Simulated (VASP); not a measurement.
# YSe2 (Immm) in VASP: further runs

YSe2 is run at these levels: r2SCAN; tasks: single point.

Program: VASP 6.6.1. These are calculated values, not measurements. Logs are shortened: lines on timing, memory, paths and dates and some standing lists are left out, and cuts for length are marked.

## Step 1: The cell of the first run

Symmetry: Immm, No. 71, orthorhombic system. Conventional cell: a = 4.085 Å, b = 5.680 Å, c = 13.351 Å, α = 90.00°, β = 90.00°, γ = 90.00°. Y (site symmetry mm2) has 8 Se at 2.79 to 3.11 Å within 3.7 Å. Se (site symmetry mm2) has 4 Y at 2.79 to 2.94 Å and 8 Se at 3.69 to 3.81 Å within 3.9 Å. Within 3.3 Å of Se (site symmetry m2m) lie 2 Se at 2.39 to 3.29 Å and 4 Y at 3.11 Å.

## Step 2: Single point, r2SCAN

Contents of POSCAR:

```
YSe2
1.0
   -2.0425305599      2.8400859581      6.6755306776
    2.0425305599     -2.8400859581      6.6755306776
    2.0425305599      2.8400859581     -6.6755306776
Y Se
2 4
Direct
    0.8492217985      0.8492217985      0.0000000000
    0.1507782015      0.1507782015      0.0000000000
    0.7065929744      0.2065929744      0.5000000000
    0.2934070256      0.7934070256      0.5000000000
    0.7897068767      0.5000000000      0.2897068767
    0.2102931233      0.5000000000      0.7102931233
```

Contents of INCAR.step1:

```
SYSTEM = YSe2
ALGO = Normal
EDIFF = 1E-4
ENCUT = 520
GGA = PE
ISMEAR = 0
LASPH = .TRUE.
LCHARG = .FALSE.
LREAL = .FALSE.
LWAVE = .TRUE.
NBANDS = 32
NELM = 80
PREC = Accurate
SIGMA = 0.01
```

Contents of INCAR.step2:

```
SYSTEM = YSe2
ALGO = Normal
EDIFF = 1E-7
ENCUT = 520
ISIF = 2
ISMEAR = 0
ISTART = 1
LASPH = .TRUE.
LCHARG = .TRUE.
LELF = .TRUE.
LMIXTAU = .TRUE.
LREAL = .FALSE.
LVHAR = .TRUE.
LWAVE = .FALSE.
METAGGA = R2SCAN
NBANDS = 32
NELM = 80
PREC = Accurate
SIGMA = 0.01
```

Contents of KPOINTS:

```
k-points
0
G
  6 6 6
  0 0 0
```

Potentials or basis: VASP PAW PBE potentials, release 64 (Y_sv, Se).

Run with:

```sh
> cat potpaw_PBE.64/Y_sv/POTCAR potpaw_PBE.64/Se/POTCAR > POTCAR
> cp INCAR.step1 INCAR
> mpirun -np 1 vasp_std > vasp.out
> cp INCAR.step2 INCAR
> mpirun -np 1 vasp_std > vasp.out
```

OUTCAR:

```text
SYSTEM = YSe2
   EDIFF = 1E-7
   ENCUT = 520
   ISIF = 2
   ISMEAR = 0
   ISTART = 1
   LASPH = .TRUE.
   LREAL = .FALSE.
   METAGGA = R2SCAN
   NELM = 80
   PREC = Accurate

 ion  position               nearest neighbor table
   1  0.849  0.849  0.000-   3 2.79   3 2.79   4 2.94   4 2.94   5 3.11   6 3.11   5 3.11   6 3.11
                             2 4.03
   2  0.151  0.151  0.000-   4 2.79   4 2.79   3 2.94   3 2.94   6 3.11   5 3.11   6 3.11   5 3.11
                             1 4.03
   3  0.707  0.207  0.500-   1 2.79   1 2.79   2 2.94   2 2.94
   4  0.293  0.793  0.500-   2 2.79   2 2.79   1 2.94   1 2.94
   5  0.790  0.500  0.290-   6 2.39   1 3.11   2 3.11   2 3.11   1 3.11
   6  0.210  0.500  0.710-   5 2.39   2 3.11   2 3.11   1 3.11   1 3.11

  LATTYP: Found a body centered orthorhombic cell.
 ALAT       =     4.0850611198
 B/A-ratio  =     1.3904741568
 C/A-ratio  =     3.2682647734

  Lattice vectors:

 A1 = (  -2.0425305599,   2.8400859581,   6.6755306776)
 A2 = (   2.0425305599,  -2.8400859581,   6.6755306776)
 A3 = (   2.0425305599,   2.8400859581,  -6.6755306776)

Analysis of symmetry for initial positions (statically):
=====================================================================
 Subroutine PRICEL returns:
 Original cell was already a primitive cell.

 Routine SETGRP: Setting up the symmetry group for a
 body centered orthorhombic supercell.

 Subroutine GETGRP returns: Found  8 space group operations
 (whereof  8 operations were pure point group operations)
 out of a pool of  8 trial point group operations.

The static configuration has the point symmetry D_2h.

Analysis of symmetry for dynamics (positions and initial velocities):
=====================================================================
 Subroutine PRICEL returns:
 Original cell was already a primitive cell.

 Routine SETGRP: Setting up the symmetry group for a
 body centered orthorhombic supercell.

 Subroutine GETGRP returns: Found  8 space group operations
 (whereof  8 operations were pure point group operations)
 out of a pool of  8 trial point group operations.

The dynamic configuration has the point symmetry D_2h.

 Subroutine INISYM returns: Found  8 space group operations
 (whereof  8 operations are pure point group operations),
 and found     1 'primitive' translations

----------------------------------------------------------------------------------------

                                     Primitive cell

  volume of cell :     154.8980

  direct lattice vectors                    reciprocal lattice vectors
    -2.042530560  2.840085958  6.675530678     0.000000000  0.176051010  0.074900412
     2.042530560 -2.840085958  6.675530678     0.244794379  0.000000000  0.074900412
     2.042530560  2.840085958 -6.675530678     0.244794379  0.176051010  0.000000000

  length of vectors
     7.536625847  7.536625847  7.536625847     0.191321796  0.255996796  0.301526526

  position of ions in fractional coordinates (direct lattice)
     0.849221798  0.849221798  0.000000000
     0.150778202  0.150778202  0.000000000
     0.706592974  0.206592974  0.500000000
     0.293407026  0.793407026  0.500000000
     0.789706877  0.500000000  0.289706877
     0.210293123  0.500000000  0.710293123

  ion indices of the primitive-cell ions
   primitive index   ion index
                 1           1
                 2           2
                 3           3
                 4           4
                 5           5
                 6           6

----------------------------------------------------------------------------------------

 KPOINTS: k-points

Automatic generation of k-mesh.
 Grid dimensions read from file:
 generate k-points for:    6    6    6

 Generating k-lattice:

  Cartesian coordinates                     Fractional coordinates (reciprocal lattice)
     0.000000000  0.029341835  0.012483402     0.166666667  0.000000000 -0.000000000
     0.040799063  0.000000000  0.012483402     0.000000000  0.166666667 -0.000000000
     0.040799063  0.029341835  0.000000000     0.000000000  0.000000000  0.166666667

  Length of vectors
     0.031886966  0.042666133  0.050254421

  Shift w.r.t. Gamma in fractional coordinates (k-lattice)
     0.000000000  0.000000000  0.000000000

 Subroutine IBZKPT returns following result:
 ===========================================

 Found     46 irreducible k-points:

 Following reciprocal coordinates:
            Coordinates               Weight
  0.000000  0.000000  0.000000      1.000000
  0.166667 -0.000000  0.000000      4.000000
  0.333333  0.000000  0.000000      4.000000
  0.500000 -0.000000  0.000000      2.000000
  0.000000  0.166667  0.000000      4.000000
  0.166667  0.166667  0.000000      8.000000
[... 16 lines left out ...]
 -0.166667  0.166667  0.166667      2.000000
  0.166667  0.333333  0.166667      4.000000
 [... further k-points ...]
   k-points           NKPTS =     46   k-points in BZ     NKDIM =     46   number of bands    NBANDS=     32
   number of dos      NEDOS =    301   number of ions     NIONS =      6
   total plane-waves  NPLWV = 175616
   dimension x,y,z NGX =    56 NGY =   56 NGZ =   56
   dimension x,y,z NGXF=   112 NGYF=  112 NGZF=  112
   ions per type =               2   4
   NGX,Y,Z   is equivalent  to a cutoff of  12.35, 12.35, 12.35 a.u.
   NGXF,Y,Z  is equivalent  to a cutoff of  24.71, 24.71, 24.71 a.u.
 SYSTEM =  YSe2
   PREC   = accura    normal or accurate (medium, high low for compatibility)
   ISTART =      1    job   : 0-new  1-cont  2-samecut
   ICHARG =      0    charge: 1-file 2-atom 10-const
   ISPIN  =      1    spin polarized calculation?
   LNONCOLLINEAR =      F non collinear calculations
   LSORBIT =      F    spin-orbit coupling
   LASPH  =      T    aspherical Exc in radial PAW
   ENCUT  =  520.0 eV  38.22 Ry    6.18 a.u.  14.01 14.01 14.01*2*pi/ulx,y,z
   NELM   =     80;   NELMIN=  2; NELMDL=  0     # of ELM steps
   EDIFF  = 0.1E-06   stopping-criterion for ELM
   LREAL  =      F    real-space projection
   EDIFFG = 0.1E-05   stopping-criterion for IOM
   NSW    =      0    number of steps for IOM
   IBRION =     -1    ionic relax: 0-MD 1-quasi-New 2-CG
   NFREE  =      0    steps in history (QN), initial steepest desc. (CG)
   ISIF   =      2    stress and relaxation
   ISYM   =      2    0-nonsym 1-usesym 2-fastsym
   POTIM  = 0.5000    time-step for ionic-motion
   TEBEG  =    0.0;   TEEND  =   0.0 temperature during run
   PSTRESS=    0.0 pullay stress
   NELECT =      46.0000    total number of electrons
   NUPDOWN=      -1.0000    fix difference up-down
   EMIN   =  10.00;   EMAX   =-10.00  energy-range for DOS
   EFERMI =   0.00;   METHOD = LEGACY
   ISMEAR =     0;   SIGMA  =   0.01  broadening in eV -4-tet -1-fermi 0-gaus
   EFERMI_NEDOS =   21; number of points for ismear=-14 and -15
   IALGO  =     38    algorithm
   IMIX   =      4    mixing-type and parameters
     AMIX     =   0.40;   BMIX     =  1.00
     AMIX_MAG =   1.60;   BMIX_MAG =  1.00
  volume/ion in A,a.u.               =      25.82       174.22
  Fermi-wavevector in a.u.,A,eV,Ry     =   1.092225  2.064006 16.231148  1.192956
  Thomas-Fermi vector in A             =   2.228486
   LORBIT       =      0    0 simple, 1 ext, 2 COOP (PROOUT), +10 PAW based schemes
   METAGGA = R2SCAN    functional components
   LHFCALC =     F    Hartree Fock is set to
   AEXX    =    0.0000 exact exchange contribution
   IVDW    =     0    specifies the selected vdW correction
   LEPSILON=     F    determine dielectric tensor
   LRPA    =     F    only Hartree local field effects (RPA)
 non-spin polarized calculation
 Gauss-broadening in eV      SIGMA  =   0.01
  energy-cutoff  :      520.00
  volume of cell :      154.90
 maximum number of plane-waves:      4191
   NGX = 29   NGY = 29   NGZ = 29

 number of electron      46.0000000 magnetization

 Free energy of the ion-electron system (eV)
  ---------------------------------------------------
  ext. energy  EPLUGINS =         0.00000000
  ---------------------------------------------------
  free energy    TOTEN  =      -108.65914324 eV

  energy without entropy =     -108.65914324  energy(sigma->0) =     -108.65914324

 E-fermi :   3.0951     XC(G=0):  -9.9527

 val. band max:        3.0532256640   @ k =   0.5000   0.5000   0.5000
 cond. band min:       3.5882271025   @ k =   0.3333  -0.1667   0.1667
 fundamental gap:      0.5350014385
 Fermi energy:         3.0950512731

 k-point     1 :       0.0000    0.0000    0.0000
  band No.  band energies     occupation
      1     -40.8940      2.00000
      2     -40.8872      2.00000
      3     -20.3492      2.00000
      4     -20.2301      2.00000
      5     -20.1848      2.00000
      6     -20.1839      2.00000
[... 24 lines left out ...]
     31       7.4285      0.00000
     32       7.4666      0.00000

 k-point     2 :       0.1667   -0.0000    0.0000
  band No.  band energies     occupation
      1     -40.8936      2.00000
      2     -40.8876      2.00000
      3     -20.3459      2.00000
      4     -20.2398      2.00000
      5     -20.1841      2.00000
      6     -20.1809      2.00000
[... 24 lines left out ...]
     31       7.2097      0.00000
     32       7.4447      0.00000
[... 733 lines left out ...]
     31       8.1165      0.00000
     32       8.1847      0.00000

 k-point    24 :       0.1667    0.3333    0.1667
  band No.  band energies     occupation
      1     -40.8871      2.00000
      2     -40.8845      2.00000
      3     -20.3240      2.00000
      4     -20.3023      2.00000
      5     -20.2780      2.00000
      6     -20.2253      2.00000
[... 24 lines left out ...]
     31       7.8663      0.00000
     32       8.4544      0.00000

 [... further k-points ...]

------------------------ aborting loop because EDIFF is reached ----------------------------------------

  FORCE on cell =-STRESS in cart. coord.  units (eV):
  Direction    XX          YY          ZZ          XY          YZ          ZX
  --------------------------------------------------------------------------------------
  -------------------------------------------------------------------------------------
  Total        0.0126364      0.0229123      0.0050451      0.0000000      0.0000000      0.0000000
  in kB        0.1307039      0.2369921      0.0521832      0.0000000      0.0000000      0.0000000
  external PRESSURE =       0.1399598 kB  Pullay stress =       0.0000000 kB

 VOLUME and BASIS-vectors are now :
 -----------------------------------------------------------------------------
  energy-cutoff  :      520.00
  volume of cell :      154.90
      direct lattice vectors                 reciprocal lattice vectors
    -2.042530560  2.840085958  6.675530678     0.000000000  0.176051010  0.074900412
     2.042530560 -2.840085958  6.675530678     0.244794379  0.000000000  0.074900412
     2.042530560  2.840085958 -6.675530678     0.244794379  0.176051010  0.000000000

 POSITION                                       TOTAL-FORCE (eV/Angst)
 -----------------------------------------------------------------------------------
      0.00000      0.00000     11.33801        -0.000000      0.000000      0.002495
      0.00000      0.00000      2.01305         0.000000      0.000000     -0.002495
      0.00000      2.84009      2.75824         0.000000      0.000000     -0.002800
      2.04253      0.00000      3.91730        -0.000000      0.000000      0.002800
      0.00000      1.64558      6.67553        -0.000000     -0.013450      0.000000
      2.04253      1.19450      0.00000        -0.000000      0.013450      0.000000
 -----------------------------------------------------------------------------------
    total drift:                                0.000000     -0.000000      0.000000

  FREE ENERGIE OF THE ION-ELECTRON SYSTEM (eV)
  ---------------------------------------------------
  free  energy   TOTEN  =      -108.6591432429 eV

  energy  without entropy=     -108.6591432429  energy(sigma->0) =     -108.65914324
```

Wall time 17 min (1 thread of Intel Xeon 6975P-C (Granite Rapids), shared host); peak memory 0.61 GiB.

What came out:

- Free energy: -108.6591 eV
- Pressure: 0.0 GPa
- Largest force: 0.013 eV/Å
- Band gap on the k mesh: 0.54 eV (least direct gap 1.15 eV)

Forces on the atoms (eV/Å):
```
Y    0.000  0.000  0.002
Y    0.000  0.000 -0.002
Se   0.000  0.000 -0.003
Se   0.000  0.000  0.003
Se   0.000 -0.013  0.000
Se   0.000  0.013  0.000
```

Levels at points of the mesh, in eV from the valence-band top:
```tsv
k point	band 21	band 22	band 23	band 24	band 25	band 26
(0.00, 0.00, 0.00)	-0.73	-0.34	-0.19	1.68	2.92	3.18
(0.50, 0.00, 0.00)	-1.35	-0.83	-0.70	0.57	1.61	2.96
(0.00, 0.50, 0.00)	-1.57	-1.24	-1.12	2.90	3.61	3.83
(0.50, 0.50, 0.00)	-1.55	-1.10	-0.88	0.65	3.28	3.80
(0.50, 0.50, 0.50)	-0.76	-0.68	0.00	1.25	2.85	3.36
```

Caveat: semilocal functionals underestimate gaps, and a narrow one can read as zero; the PAW data sets were made with another functional, which shifts forces and pressure a little. A k mesh can miss the band edges.

## Step 3: Single point, r2SCAN (26.59 Å³/atom)

This run uses another cell than the first one, of 26.59 Å³/atom.

POSCAR, as its differences from that of step 2:

```diff
@@ -2,5 +2,5 @@
 1.0
-   -2.0425305599      2.8400859581      6.6755306776
-    2.0425305599     -2.8400859581      6.6755306776
-    2.0425305599      2.8400859581     -6.6755306776
+   -2.0627549500      2.8682074499      6.7416293395
+    2.0627549500     -2.8682074499      6.7416293395
+    2.0627549500      2.8682074499     -6.7416293395
 Y Se
```

Contents of INCAR.step1:

```
ALGO = Normal ; EDIFF = 1E-4
ENCUT = 520 ; GGA = PE
ISMEAR = 0 ; LASPH = True
LCHARG = False ; LREAL = False
LWAVE = True ; NBANDS = 32
NELM = 80 ; PREC = Accurate
SIGMA = 0.01
```

Contents of INCAR.step2:

```
ALGO = Normal ; EDIFF = 1E-7
ENCUT = 520 ; ISIF = 2
ISMEAR = 0 ; ISTART = 1
LASPH = True ; LCHARG = True
LELF = True ; LMIXTAU = True
LREAL = False ; LVHAR = True
LWAVE = False ; METAGGA = R2SCAN
NBANDS = 32 ; NELM = 80
PREC = Accurate ; SIGMA = 0.01
```

Contents of KPOINTS:

```
k-points
0
Gamma
  6 6 6
```

Potentials or basis: VASP PAW PBE potentials, release 64 (Y_sv, Se).

Run with:

```sh
> cat potpaw_PBE.64/Y_sv/POTCAR potpaw_PBE.64/Se/POTCAR > POTCAR
> cp INCAR.step1 INCAR
> mpirun -np 1 vasp_std > vasp.out
> cp INCAR.step2 INCAR
> mpirun -np 1 vasp_std > vasp.out
```

It took 19 min on 1 thread of Intel Xeon 6975P-C (Granite Rapids), shared host; peak memory 0.67 GiB.

It converged, with:

- Free energy: -108.6314 eV
- Pressure: -1.9 GPa
- Largest force: 0.267 eV/Å
- Band gap on the k mesh: 0.54 eV (least direct gap 1.13 eV)

Forces in eV/Å, atoms in the order of the input:
```
Y    0.000  0.000 -0.117
Y    0.000  0.000  0.117
Se   0.000  0.000  0.142
Se   0.000  0.000 -0.142
Se   0.000  0.267  0.000
Se   0.000 -0.267  0.000
```

Stress tensor (GPa, compression positive):
```
-1.87  0.00  0.00
 0.00 -2.12  0.00
 0.00  0.00 -1.76
```

Levels at points of the mesh, in eV from the valence-band top:
```csv
k point,band 20,band 21,band 22,band 23,band 24,band 25,band 26,band 27
"(0.00, 0.00, 0.00)",-0.89,-0.70,-0.32,-0.19,1.72,2.91,3.11,3.69
"(0.50, 0.00, 0.00)",-1.56,-1.29,-0.80,-0.67,0.58,1.65,2.96,3.71
"(0.00, 0.50, 0.00)",-2.00,-1.51,-1.20,-1.07,2.87,3.55,3.78,4.21
"(0.50, 0.50, 0.00)",-1.75,-1.48,-1.06,-0.84,0.65,3.25,3.73,3.91
"(0.50, 0.50, 0.50)",-1.49,-0.72,-0.66,0.00,1.30,2.86,3.27,3.45
```

Caveat: semilocal functionals underestimate gaps, and a narrow one can read as zero; the PAW data sets were made with another functional, which shifts forces and pressure a little. A k mesh can miss the band edges.
